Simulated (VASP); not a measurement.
# W16C (a cell with a defect) in VASP: notebook, part 2 of 2

VASP 6.6.1. The steps go on from the part before.

## (3) Single point, PBE

Contents of INCAR:

```
SYSTEM = W16C
ALGO     = Normal         ! electronic algorithm
EDIFF    = 1E-6           ! SCF threshold, eV
ENCUT    = 520            ! plane-wave cutoff, eV
GGA      = PE             ! functional
GGA_COMPAT= .False.      
ISIF     = 2              ! what is computed and relaxed
ISMEAR   = 0              ! smearing method
LASPH    = .True.         ! aspherical terms in the spheres
LCHARG   = .False.        ! write CHGCAR
LREAL    = .False.        ! projectors in reciprocal space
LWAVE    = .False.        ! write WAVECAR
NBANDS   = 128            ! bands
NELM     = 120            ! most SCF steps
PREC     = Accurate       ! precision mode
SIGMA    = 0.05           ! smearing width, eV
```

Contents of KPOINTS:

```
k-points
0
Gamma
  3 3 3
  0 0 0
```

Contents of POSCAR:

```
W16C
1.0
    6.3200000000      0.0000000000      0.0000000000
    0.0000000000      6.3200000000      0.0000000000
    0.0000000000      0.0000000000      6.3200000000
W C
16 1
Direct
    0.0171833565     -0.0106179754      0.0003474078
    0.4973316106     -0.0103920771      0.0003641953
    0.0171939170      0.5092292294      0.0003358796
    0.0047854099      0.0014722258      0.5003930106
    0.2573340134      0.2492417862      0.2481624244
    0.4971458194      0.5090561129      0.0003582744
    0.5097850501      0.0016660936      0.5003809370
    0.7574693641      0.2494315639      0.2017867090
    0.0050689318      0.4970544282      0.5003859221
    0.2573882053      0.7494143847      0.2544550278
    0.2573117015      0.2492362140      0.7524188639
    0.5097247289      0.4970435325      0.5003839489
    0.7571928001      0.7493047037      0.2479119341
    0.7573921658      0.2492512343      0.7992616339
    0.2574183959      0.7494451250      0.7462800634
    0.7571844700      0.7492099509      0.7528467083
    0.7573980597      0.2492913673      0.5005466594
```

Potentials or basis: VASP PAW PBE potentials, release 64 (W_sv, C).

Started as:

```console
$ cat potpaw_PBE.64/W_sv/POTCAR potpaw_PBE.64/C/POTCAR > POTCAR
$ mpirun -np 1 vasp_std > vasp.out
```

OUTCAR:

```text
SYSTEM = W16C
   EDIFF = 1E-6
   ENCUT = 520
   GGA = PE
   ISIF = 2
   ISMEAR = 0
   LASPH = .True.
   LREAL = .False.
   NELM = 120
   PREC = Accurate

 ion  position               nearest neighbor table
   1  0.017  0.989  0.000-  14 2.65   8 2.65  15 2.68  10 2.68  13 2.73  16 2.73   5 2.73  11 2.73
                             2 3.03   3 3.03   4 3.16   4 3.16   3 3.29   2 3.29
   2  0.497  0.990  0.000-  14 2.65   8 2.65  15 2.68  10 2.68   5 2.73  11 2.73  13 2.73  16 2.73
                             1 3.03   6 3.04   7 3.16   7 3.16   6 3.28   1 3.29
   3  0.017  0.509  0.000-  14 2.65   8 2.65  15 2.68  10 2.68  16 2.73  13 2.73   5 2.73  11 2.73
                             6 3.03   1 3.03   9 3.16   9 3.16   1 3.29   6 3.29
   4  0.005  0.001  0.500-  17 2.21  15 2.74  10 2.74  13 2.74  11 2.75  16 2.75   5 2.75   8 2.91
                            14 2.91   7 3.13   9 3.13   1 3.16   1 3.16   9 3.19   7 3.19
   5  0.257  0.249  0.248-   2 2.73   6 2.73   1 2.73   3 2.73   7 2.74   9 2.75  12 2.75   4 2.75
                            11 3.13  10 3.16  10 3.16   8 3.17   8 3.17  11 3.19
   6  0.497  0.509  0.000-  14 2.65   8 2.65  15 2.68  10 2.68   5 2.73  11 2.73  16 2.73  13 2.73
                             3 3.03   2 3.04  12 3.16  12 3.16   2 3.28   3 3.29
[... 238 lines left out ...]
      6     -62.1733      2.00000
[... 1795 lines left out ...]
    125      13.7670      0.00000
    126      13.8942      0.00000
 [bands above 126 left out]

------------------------ aborting loop because EDIFF is reached ----------------------------------------

  FORCE on cell =-STRESS in cart. coord.  units (eV):
  Direction    XX          YY          ZZ          XY          YZ          ZX
  --------------------------------------------------------------------------------------
  -------------------------------------------------------------------------------------
  Total       22.9056000     22.8633095     43.1374768      0.0052039     -0.0081199     -0.0025985
  in kB      145.3787801    145.1103677    273.7877964      0.0330283     -0.0515360     -0.0164924
  external PRESSURE =     188.0923147 kB  Pullay stress =       0.0000000 kB

 VOLUME and BASIS-vectors are now :
 -----------------------------------------------------------------------------
  energy-cutoff  :      520.00
  volume of cell :      252.44
      direct lattice vectors                 reciprocal lattice vectors
     6.320000000  0.000000000  0.000000000     0.158227848  0.000000000  0.000000000
     0.000000000  6.320000000  0.000000000     0.000000000  0.158227848  0.000000000
     0.000000000  0.000000000  6.320000000     0.000000000  0.000000000  0.158227848

 POSITION                                       TOTAL-FORCE (eV/Angst)
 -----------------------------------------------------------------------------------
      0.10860      6.25289      0.00220         0.010660     -0.006459      0.007628
      3.14314      6.25432      0.00230        -0.002176     -0.025689      0.008172
      0.10867      3.21833      0.00212         0.014303      0.010059      0.003517
      0.03024      0.00930      3.16248         0.027746      0.000483     -0.003193
      1.62635      1.57521      1.56839        -0.005351      0.008932     -0.011821
      3.14196      3.21723      0.00226         0.015410      0.019755      0.003727
[... 9 lines left out ...]
      4.78541      4.73501      4.75799         0.012540      0.006719     -0.018986
      4.78676      1.57552      3.16345         0.000628      0.005739     -0.011998
 -----------------------------------------------------------------------------------
    total drift:                               -0.000185     -0.000227      0.000086

  FREE ENERGIE OF THE ION-ELECTRON SYSTEM (eV)
  ---------------------------------------------------
  free  energy   TOTEN  =      -213.6151482505 eV

  energy  without entropy=     -213.6095194644  energy(sigma->0) =     -213.61233386
```

OSZICAR:

```text
N       E                     dE             d eps       ncg     rms          rms(c)
DAV:   1     0.356101196659E+04    0.35610E+04   -0.12859E+05  3584   0.213E+03
DAV:   2     0.955488300100E+02   -0.34655E+04   -0.34084E+04  3584   0.721E+02
DAV:   3    -0.206473902998E+03   -0.30202E+03   -0.28710E+03  4160   0.182E+02
DAV:   4    -0.225280543401E+03   -0.18807E+02   -0.18172E+02  4216   0.361E+01
DAV:   5    -0.226021630618E+03   -0.74109E+00   -0.72809E+00  4256   0.659E+00    0.933E+01
DAV:   6    -0.215614064828E+03    0.10408E+02   -0.34816E+01  4488   0.210E+01    0.387E+01
DAV:   7    -0.214238451958E+03    0.13756E+01   -0.13441E+01  4328   0.179E+01    0.590E+00
DAV:   8    -0.213681716186E+03    0.55674E+00   -0.53131E+00  4480   0.119E+01    0.244E+00
DAV:   9    -0.213628138290E+03    0.53578E-01   -0.50769E-01  4368   0.350E+00    0.171E+00
DAV:  10    -0.213618682085E+03    0.94562E-02   -0.85434E-02  4384   0.140E+00    0.644E-01
DAV:  11    -0.213615891524E+03    0.27906E-02   -0.23276E-02  4528   0.906E-01    0.245E-01
DAV:  12    -0.213615164790E+03    0.72673E-03   -0.39878E-03  4640   0.372E-01    0.107E-01
DAV:  13    -0.213615180483E+03   -0.15693E-04   -0.15072E-03  4248   0.147E-01    0.889E-02
DAV:  14    -0.213615148359E+03    0.32123E-04   -0.22806E-04  4176   0.625E-02    0.321E-02
DAV:  15    -0.213615147246E+03    0.11136E-05   -0.48348E-05  4528   0.261E-02    0.121E-02
DAV:  16    -0.213615149669E+03   -0.24234E-05   -0.17672E-05  3616   0.135E-02    0.480E-03
DAV:  17    -0.213615148660E+03    0.10093E-05   -0.24317E-06  2688   0.672E-03    0.218E-03
DAV:  18    -0.213615148250E+03    0.40947E-06   -0.82297E-07  2264   0.337E-03
   1 F= -.21361515E+03 E0= -.21361233E+03  d E =-.562879E-02
```

Wall time 12 min (1 thread of Intel Xeon Platinum 8259CL at 2.50GHz (Skylake/Cascade Lake), shared host); peak memory 0.49 GiB.

What came out:

| Property | Result |
| --- | --- |
| Free energy | -213.6151 eV |
| Pressure | 18.8 GPa |
| Largest force | 0.029 eV/Å |
| Band gap on the k mesh | zero (bands 114 and 115 overlap by 1.02 eV) |

Forces in eV/Å, atoms in the order of the input:
```
W    0.011 -0.006  0.008
W   -0.002 -0.026  0.008
W    0.014  0.010  0.004
W    0.028  0.000 -0.003
W   -0.005  0.009 -0.012
W    0.015  0.020  0.004
W   -0.025 -0.013 -0.003
W   -0.011 -0.007 -0.008
W    0.001  0.004  0.000
W   -0.012 -0.012  0.015
W   -0.003  0.011  0.027
W   -0.015  0.004 -0.001
W    0.011 -0.001  0.018
W   -0.005  0.011 -0.008
W   -0.015 -0.017 -0.016
W    0.013  0.007 -0.019
C    0.001  0.006 -0.012
```

Caveat: spin-orbit coupling is left out, which moves the levels of the heavy elements.

## (4) Single point, PBE

Contents of INCAR:

```
PREC = Accurate ; ENCUT = 520
EDIFF = 1E-6 ; ISMEAR = 0
SIGMA = 0.05 ; LREAL = False
LASPH = True ; NELM = 120
ALGO = Normal ; ISIF = 2
LWAVE = False ; LCHARG = False
GGA = PE ; NBANDS = 128
GGA_COMPAT = False
```

Contents of KPOINTS:

```
regular mesh
0
Gamma
  3 3 3
```

Contents of POSCAR:

```
W16C
1.0
    6.3200000000      0.0000000000      0.0000000000
    0.0000000000      6.3200000000      0.0000000000
    0.0000000000      0.0000000000      6.3200000000
W C
16 1
Direct
   -0.0000172184     -0.0020799743     -0.0069051067
    0.4999818692      0.0042557129     -0.0069148447
   -0.0000169673      0.5026523294     -0.0069012732
   -0.0000161844     -0.0485329754      0.4930676578
    0.2475757676      0.2502735083      0.2454152817
    0.4999822434      0.4962768415     -0.0069284268
    0.4999833954     -0.0019444850      0.4930543246
    0.7523823239      0.2502734957      0.2454071122
   -0.0000169148      0.5490609618      0.4930816152
    0.2599418880      0.7502712057      0.2331595474
    0.2476225873      0.2502722280      0.7407377050
    0.4999829781      0.5025183973      0.4930553821
    0.7400195064      0.7502712419      0.2331559043
    0.7523472301      0.2502723265      0.7407276277
    0.2599592033      0.7502769286      0.7529676830
    0.7400095134      0.7502768923      0.7529676636
    0.9999830789      0.2502635247      0.4930542166
```

Started as:

```console
$ cat potpaw_PBE.64/W_sv/POTCAR potpaw_PBE.64/C/POTCAR > POTCAR
$ mpirun -np 1 vasp_std > vasp.out
```

Wall time 11 min (1 thread of Intel Xeon Platinum 8259CL at 2.50GHz (Skylake/Cascade Lake), shared host); peak memory 0.49 GiB.

Results (log left out):

| Item | Value |
| --- | --- |
| Free energy | -213.6153 eV |
| Pressure | 18.8 GPa |
| Largest force | 0.033 eV/Å |
| Band gap on the k mesh | zero (bands 114 and 115 overlap by 1.02 eV) |

Forces on the atoms (eV/Å):
```
W    0.000  0.006 -0.004
W    0.000  0.033 -0.002
W    0.000 -0.008 -0.004
W    0.000  0.014  0.002
W    0.018  0.000 -0.013
W    0.000 -0.031 -0.001
W    0.000 -0.010  0.002
W   -0.017  0.000 -0.012
W    0.000 -0.012  0.001
W    0.000  0.000 -0.004
W    0.011  0.000  0.012
W    0.000  0.008  0.001
W    0.001  0.000 -0.003
W   -0.011  0.000  0.012
W   -0.002  0.000  0.006
W    0.002  0.000  0.006
C    0.000  0.001  0.003
```

Stress tensor (GPa, compression positive):
```
14.53  0.00  0.00
 0.00 27.36  0.00
 0.00  0.00 14.52
```

Levels at points of the mesh, in eV from the Fermi level:
```tsv
k point	band 112	band 113	band 114	band 115	band 116	band 117
(0.00, 0.00, 0.00)	-0.50	-0.50	0.03	0.42	0.42	0.50
```

Caveat: spin-orbit coupling is left out, which moves the levels of the heavy elements.
